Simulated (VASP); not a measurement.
# Ti3Al (P-6m2) in VASP: single point with PBE

Aim: the single point of Ti3Al with PBE.

All numbers are computed with VASP 6.6.1; they aren't measurements. Logs are shortened: lines on timing, memory, paths and dates and some standing lists are left out, and cuts for length are marked.

**1. The cell of the first run**

Symmetry: P-6m2, No. 187, hexagonal system. The conventional cell has a = 2.930 Å, b = 2.930 Å, c = 9.232 Å, α = 90.00°, β = 90.00°, γ = 120.00°. Ti (site symmetry -6m2) has 12 Ti at 2.86 to 2.93 Å within 3.8 Å. Within 3.8 Å of Ti (site symmetry 3m) lie 9 Ti at 2.86 to 2.93 Å and 3 Al at 2.86 Å. Al (site symmetry -6m2) has 6 Ti at 2.86 Å and 6 Al at 2.93 Å within 3.8 Å.

**2. Single point, PBE**

Input file INCAR:

```
ALGO = Normal
EDIFF = 1E-6
ENCUT = 500
GGA = PE
GGA_COMPAT = False
ISIF = 2
ISMEAR = 0
LASPH = True
LCHARG = False
LREAL = False
LWAVE = False
NBANDS = 49
NELM = 120
PREC = Accurate
SIGMA = 0.15
```

Input file KPOINTS:

```
k-points
0
Gamma
  15 15 3
```

Input file POSCAR:

```
Ti3Al
1.0
   -2.9299584721      0.0000000000      0.0000000000
   -1.4649792361     -2.5374184688      0.0000000000
    0.0000000000      0.0000000000     18.4642706876
Ti Al
6 2
Direct
    0.6666666667      0.6666666667      0.0000000000
    0.6666666667      0.6666666667      0.5000000000
    0.3333333333      0.3333333333      0.3752301026
    0.3333333333      0.3333333333      0.8752301026
    0.3333333333      0.3333333333      0.1247698974
    0.3333333333      0.3333333333      0.6247698974
    0.6666666667      0.6666666667      0.2500000000
    0.6666666667      0.6666666667      0.7500000000
```

Potentials or basis: VASP PAW PBE potentials, release 64 (Ti_sv, Al).

Started as:

```console
> cat potpaw_PBE.64/Ti_sv/POTCAR potpaw_PBE.64/Al/POTCAR > POTCAR
> mpirun -np 1 vasp_std > vasp.out
```

OUTCAR:

```text
EDIFF = 1E-6
   ENCUT = 500
   GGA = PE
   ISIF = 2
   ISMEAR = 0
   LASPH = True
   LREAL = False
   NELM = 120
   PREC = Accurate

 ion  position               nearest neighbor table
   1  0.667  0.667  0.000-   4 2.86   5 2.86   4 2.86   5 2.86   4 2.86   5 2.86
   2  0.667  0.667  0.500-   3 2.86   6 2.86   3 2.86   6 2.86   3 2.86   6 2.86
   3  0.333  0.333  0.375-   2 2.86   2 2.86   2 2.86   7 2.86   7 2.86   7 2.86
   4  0.333  0.333  0.875-   1 2.86   1 2.86   1 2.86   8 2.86   8 2.86   8 2.86
   5  0.333  0.333  0.125-   1 2.86   1 2.86   1 2.86   7 2.86   7 2.86   7 2.86
   6  0.333  0.333  0.625-   2 2.86   2 2.86   2 2.86   8 2.86   8 2.86   8 2.86
   7  0.667  0.667  0.250-   3 2.86   5 2.86   3 2.86   5 2.86   3 2.86   5 2.86
   8  0.667  0.667  0.750-   4 2.86   6 2.86   4 2.86   6 2.86   4 2.86   6 2.86

  LATTYP: Found a hexagonal cell.
 ALAT       =     2.9299584721
 C/A-ratio  =     6.3018881884

  Lattice vectors:

 A1 = (   1.4649792361,   2.5374184688,   0.0000000000)
 A2 = (  -2.9299584721,   0.0000000000,   0.0000000000)
 A3 = (   0.0000000000,   0.0000000000,  18.4642706876)

Analysis of symmetry for initial positions (statically):
=====================================================================
 Subroutine PRICEL returns following result:

  LATTYP: Found a hexagonal cell.
 ALAT       =     2.9299584721
 C/A-ratio  =     3.1509440942

  Lattice vectors:

 A1 = (   1.4649792361,   2.5374184688,   0.0000000000)
 A2 = (  -2.9299584721,   0.0000000000,   0.0000000000)
 A3 = (   0.0000000000,   0.0000000000,   9.2321353438)

   2 primitive cells build up your supercell.

 Routine SETGRP: Setting up the symmetry group for a
 hexagonal supercell.

 Subroutine GETGRP returns: Found 12 space group operations
 (whereof 12 operations were pure point group operations)
 out of a pool of 24 trial point group operations.

The static configuration has the point symmetry D_3h.

Analysis of symmetry for dynamics (positions and initial velocities):
=====================================================================
 Subroutine PRICEL returns following result:

  LATTYP: Found a hexagonal cell.
 ALAT       =     2.9299584721
 C/A-ratio  =     3.1509440942

  Lattice vectors:

 A1 = (   1.4649792361,   2.5374184688,   0.0000000000)
 A2 = (  -2.9299584721,   0.0000000000,   0.0000000000)
 A3 = (   0.0000000000,   0.0000000000,   9.2321353438)

   2 primitive cells build up your supercell.

 Routine SETGRP: Setting up the symmetry group for a
 hexagonal supercell.

 Subroutine GETGRP returns: Found 12 space group operations
 (whereof 12 operations were pure point group operations)
 out of a pool of 24 trial point group operations.

The dynamic configuration has the point symmetry D_3h.

 Subroutine INISYM returns: Found 12 space group operations
 (whereof 12 operations are pure point group operations),
 and found     2 'primitive' translations

----------------------------------------------------------------------------------------

                                     Primitive cell

  volume of cell :      68.6366

  direct lattice vectors                    reciprocal lattice vectors
     1.464979236  2.537418469  0.000000000     0.000000000  0.394101333  0.000000000
    -2.929958472  0.000000000  0.000000000    -0.341301766  0.197050666  0.000000000
     0.000000000  0.000000000  9.232135344     0.000000000  0.000000000  0.108317303

  length of vectors
     2.929958472  2.929958472  9.232135344     0.394101333  0.394101333  0.108317303

  position of ions in fractional coordinates (direct lattice)
     0.333333333  0.666666667  0.000000000
     0.666666667  0.333333333  0.750460205
     0.666666667  0.333333333  0.249539795
     0.333333333  0.666666667  0.500000000

  ion indices of the primitive-cell ions
   primitive index   ion index
                 1           1
                 2           4
                 3           5
                 4           7

----------------------------------------------------------------------------------------

 KPOINTS: k-points

Automatic generation of k-mesh.
 Grid dimensions read from file:
 generate k-points for:   15   15    3

 Generating k-lattice:

  Cartesian coordinates                     Fractional coordinates (reciprocal lattice)
    -0.022753451  0.013136711  0.000000000     0.066666667 -0.000000000  0.000000000
     0.000000000 -0.026273422  0.000000000     0.000000000  0.066666667  0.000000000
     0.000000000  0.000000000  0.018052884     0.000000000  0.000000000  0.333333333

  Length of vectors
     0.026273422  0.026273422  0.018052884

  Shift w.r.t. Gamma in fractional coordinates (k-lattice)
     0.000000000  0.000000000  0.000000000

 Subroutine IBZKPT returns following result:
 ===========================================

 Found     54 irreducible k-points:

 Following reciprocal coordinates:
            Coordinates               Weight
  0.000000  0.000000  0.000000      1.000000
  0.066667  0.000000  0.000000      6.000000
  0.133333  0.000000  0.000000      6.000000
  0.200000  0.000000  0.000000      6.000000
  0.266667  0.000000  0.000000      6.000000
  0.333333  0.000000  0.000000      6.000000
[... 16 lines left out ...]
 -0.466667  0.200000  0.000000     12.000000
 -0.400000  0.200000  0.000000      6.000000
 [... further k-points ...]
   k-points           NKPTS =     54   k-points in BZ     NKDIM =     54   number of bands    NBANDS=     49
   number of dos      NEDOS =    301   number of ions     NIONS =      8
   total plane-waves  NPLWV =  80640
   dimension x,y,z NGX =    24 NGY =   24 NGZ =  140
   dimension x,y,z NGXF=    48 NGYF=   48 NGZF=  280
   ions per type =               6   2
   NGX,Y,Z   is equivalent  to a cutoff of  13.62, 13.62, 12.61 a.u.
   NGXF,Y,Z  is equivalent  to a cutoff of  27.24, 27.24, 25.21 a.u.
 SYSTEM =  unknown system
   PREC   = accura    normal or accurate (medium, high low for compatibility)
   ISTART =      0    job   : 0-new  1-cont  2-samecut
   ICHARG =      2    charge: 1-file 2-atom 10-const
   ISPIN  =      1    spin polarized calculation?
   LNONCOLLINEAR =      F non collinear calculations
   LSORBIT =      F    spin-orbit coupling
   LASPH  =      T    aspherical Exc in radial PAW
   ENCUT  =  500.0 eV  36.75 Ry    6.06 a.u.   5.34  5.34 33.66*2*pi/ulx,y,z
   NELM   =    120;   NELMIN=  2; NELMDL= -5     # of ELM steps
   EDIFF  = 0.1E-05   stopping-criterion for ELM
   LREAL  =      F    real-space projection
   EDIFFG = 0.1E-04   stopping-criterion for IOM
   NSW    =      0    number of steps for IOM
   IBRION =     -1    ionic relax: 0-MD 1-quasi-New 2-CG
   NFREE  =      0    steps in history (QN), initial steepest desc. (CG)
   ISIF   =      2    stress and relaxation
   ISYM   =      2    0-nonsym 1-usesym 2-fastsym
   POTIM  = 0.5000    time-step for ionic-motion
   TEBEG  =    0.0;   TEEND  =   0.0 temperature during run
   PSTRESS=    0.0 pullay stress
   NELECT =      78.0000    total number of electrons
   NUPDOWN=      -1.0000    fix difference up-down
   EMIN   =  10.00;   EMAX   =-10.00  energy-range for DOS
   EFERMI =   0.00;   METHOD = LEGACY
   ISMEAR =     0;   SIGMA  =   0.15  broadening in eV -4-tet -1-fermi 0-gaus
   EFERMI_NEDOS =   21; number of points for ismear=-14 and -15
   IALGO  =     38    algorithm
   IMIX   =      4    mixing-type and parameters
     AMIX     =   0.40;   BMIX     =  1.00
     AMIX_MAG =   1.60;   BMIX_MAG =  1.00
  volume/ion in A,a.u.               =      17.16       115.80
  Fermi-wavevector in a.u.,A,eV,Ry     =   1.355952  2.562379 25.015767  1.838607
  Thomas-Fermi vector in A             =   2.482997
   LORBIT       =      0    0 simple, 1 ext, 2 COOP (PROOUT), +10 PAW based schemes
   GGA     = PE    functional components
   LHFCALC =     F    Hartree Fock is set to
   AEXX    =    0.0000 exact exchange contribution
   IVDW    =     0    specifies the selected vdW correction
   LEPSILON=     F    determine dielectric tensor
   LRPA    =     F    only Hartree local field effects (RPA)
 non-spin polarized calculation
 Gauss-broadening in eV      SIGMA  =   0.15
  energy-cutoff  :      500.00
  volume of cell :      137.27
 maximum number of plane-waves:      3535
 NGX is ok and might be reduce to    24
   NGX = 11   NGY = 11   NGZ = 67

 number of electron      77.9999979 magnetization

 Free energy of the ion-electron system (eV)
  ---------------------------------------------------
  ext. energy  EPLUGINS =         0.00000000
  ---------------------------------------------------
  free energy    TOTEN  =       -55.58213939 eV

  energy without entropy =      -55.49702875  energy(sigma->0) =      -55.53958407

 E-fermi :   7.9619     XC(G=0): -11.1842

 val. band max:        7.9560784814   @ k =   0.1333   0.0000   0.0000
 cond. band min:       7.9661480768   @ k =   0.1333   0.0000   0.3333
 fundamental gap:      0.0100695954
 Fermi energy:         7.9618673414

 k-point     1 :       0.0000    0.0000    0.0000
  band No.  band energies     occupation
      1     -48.7727      2.00000
      2     -48.7727      2.00000
      3     -48.7233      2.00000
      4     -48.7232      2.00000
      5     -48.6682      2.00000
      6     -48.6682      2.00000
[... 41 lines left out ...]
     48       9.1895      0.00000
     49       9.1962      0.00000

 k-point     2 :       0.0667    0.0000    0.0000
  band No.  band energies     occupation
      1     -48.7685      2.00000
      2     -48.7685      2.00000
      3     -48.7201      2.00000
      4     -48.7200      2.00000
      5     -48.6661      2.00000
      6     -48.6660      2.00000
[... 41 lines left out ...]
     48       9.1604      0.00000
     49       9.2682      0.00000

 k-point     3 :       0.1333    0.0000    0.0000
  band No.  band energies     occupation
      1     -48.7567      2.00000
      2     -48.7567      2.00000
      3     -48.7112      2.00000
      4     -48.7112      2.00000
      5     -48.6602      2.00000
      6     -48.6601      2.00000
[... 1081 lines left out ...]
     48       9.5740      0.00000
     49      10.1253      0.00000

 k-point    24 :      -0.4000    0.2000    0.0000
  band No.  band energies     occupation
      1     -48.6525      2.00000
      2     -48.6524      2.00000
      3     -48.6442      2.00000
      4     -48.6442      2.00000
      5     -48.6307      2.00000
      6     -48.6307      2.00000
[... 41 lines left out ...]
     48       9.6733      0.00000
     49      10.1842      0.00000

 [... further k-points ...]

------------------------ aborting loop because EDIFF is reached ----------------------------------------

  FORCE on cell =-STRESS in cart. coord.  units (eV):
  Direction    XX          YY          ZZ          XY          YZ          ZX
  --------------------------------------------------------------------------------------
  -------------------------------------------------------------------------------------
  Total       -0.1677098     -0.1677098     -0.1442406     -0.0000000     -0.0000000     -0.0000000
  in kB       -1.9574166     -1.9574166     -1.6834977     -0.0000000     -0.0000000     -0.0000000
  external PRESSURE =      -1.8661103 kB  Pullay stress =       0.0000000 kB

 VOLUME and BASIS-vectors are now :
 -----------------------------------------------------------------------------
  energy-cutoff  :      500.00
  volume of cell :      137.27
      direct lattice vectors                 reciprocal lattice vectors
    -2.929958472  0.000000000  0.000000000    -0.341301766  0.197050666  0.000000000
    -1.464979236 -2.537418469  0.000000000     0.000000000 -0.394101333  0.000000000
     0.000000000  0.000000000 18.464270688     0.000000000  0.000000000  0.054158651

 POSITION                                       TOTAL-FORCE (eV/Angst)
 -----------------------------------------------------------------------------------
     -2.92996     -1.69161      0.00000         0.000000     -0.000000     -0.000000
     -2.92996     -1.69161      9.23214        -0.000000     -0.000000     -0.000000
     -1.46498     -0.84581      6.92835         0.000000      0.000000      0.006854
     -1.46498     -0.84581     16.16049        -0.000000      0.000000      0.006854
     -1.46498     -0.84581      2.30379        -0.000000      0.000000     -0.006854
     -1.46498     -0.84581     11.53592         0.000000      0.000000     -0.006854
     -2.92996     -1.69161      4.61607         0.000000     -0.000000      0.000000
     -2.92996     -1.69161     13.84820         0.000000     -0.000000      0.000000
 -----------------------------------------------------------------------------------
    total drift:                               -0.000001     -0.000000     -0.000000

  FREE ENERGIE OF THE ION-ELECTRON SYSTEM (eV)
  ---------------------------------------------------
  free  energy   TOTEN  =       -55.5821393883 eV

  energy  without entropy=      -55.4970287452  energy(sigma->0) =      -55.53958407
```

Run time: 5.7 min. Hardware: 1 thread of Intel Xeon Platinum 8259CL at 2.50GHz (Skylake/Cascade Lake), shared host; peak memory 0.42 GiB.

Results:

* Free energy: -55.5821 eV
* Pressure: -0.2 GPa
* Largest force: 0.007 eV/Å
* Band gap on the k mesh: zero (bands 39 and 40 overlap by 1.50 eV)

Forces on the atoms (eV/Å):
```
Ti   0.000  0.000  0.000
Ti   0.000  0.000  0.000
Ti   0.000  0.000  0.007
Ti   0.000  0.000  0.007
Ti   0.000  0.000 -0.007
Ti   0.000  0.000 -0.007
Al   0.000  0.000  0.000
Al   0.000  0.000  0.000
```

Levels at points of the mesh, in eV from the Fermi level:
```csv
k point,band 37,band 38,band 39,band 40,band 41,band 42,band 43,band 44
"(0.00, 0.00, 0.00)",0.74,0.77,0.83,0.83,0.84,0.84,0.91,0.91
```
